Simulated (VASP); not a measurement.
Here is a VASP 6.6.1 calculation.

Contents of POSCAR:

```
InP
1.0
    0.0000000000      3.0184150000      2.9744575000
    3.0184150000      0.0000000000      2.9744575000
    3.0184150000      3.0184150000      0.0000000000
In P
1 1
Direct
    0.0000000000      0.0000000000      0.0000000000
    0.7500000000      0.7500000000      0.7500000000
```

File INCAR.step1:

```
SYSTEM = InP
  PREC = Accurate
  ENCUT = 520
  ISMEAR = 0
  SIGMA = 0.05
  LREAL = .False.
  LASPH = .True.
  NELM = 100
  NBANDS = 16
  GGA = PE
  ALGO = Normal
  EDIFF = 1E-4
  LWAVE = .True.
  LCHARG = .False.
```

INCAR.step2

```
SYSTEM = InP
  PREC = Accurate
  ENCUT = 520
  EDIFF = 1E-7
  ISMEAR = 0
  SIGMA = 0.05
  LREAL = .False.
  LASPH = .True.
  NELM = 100
  ALGO = Normal
  ISIF = 2
  LWAVE = .False.
  LCHARG = .False.
  METAGGA = R2SCAN
  LMIXTAU = .True.
  NBANDS = 16
  ISTART = 1
```

KPOINTS

```
Automatic mesh
0
Gamma
  8 8 8
  0 0 0
```

Potentials or basis: VASP PAW PBE potentials, release 64 (In_d, P).

Launch:

```bash
$ cat potpaw_PBE.64/In_d/POTCAR potpaw_PBE.64/P/POTCAR > POTCAR
$ cp INCAR.step1 INCAR
$ mpirun -np 1 vasp_std > vasp.out
$ cp INCAR.step2 INCAR
$ mpirun -np 1 vasp_std > vasp.out
```

Question: Estimate the pressure.

Answer: -3.2 GPa.

Question: What does it give for the band gap on the k mesh?

Answer: 0.69 eV, direct.

Stress tensor (GPa, compression positive):
```
-3.40  0.00  0.00
 0.00 -3.40  0.00
 0.00  0.00 -2.75
```

Caveat: the cell differs from its parent crystal (strain +0.030 along x and y, +0.015 along z); the PAW data sets were made with another functional, which shifts forces and pressure a little; spin-orbit coupling is left out, which moves the levels of the heavy elements.
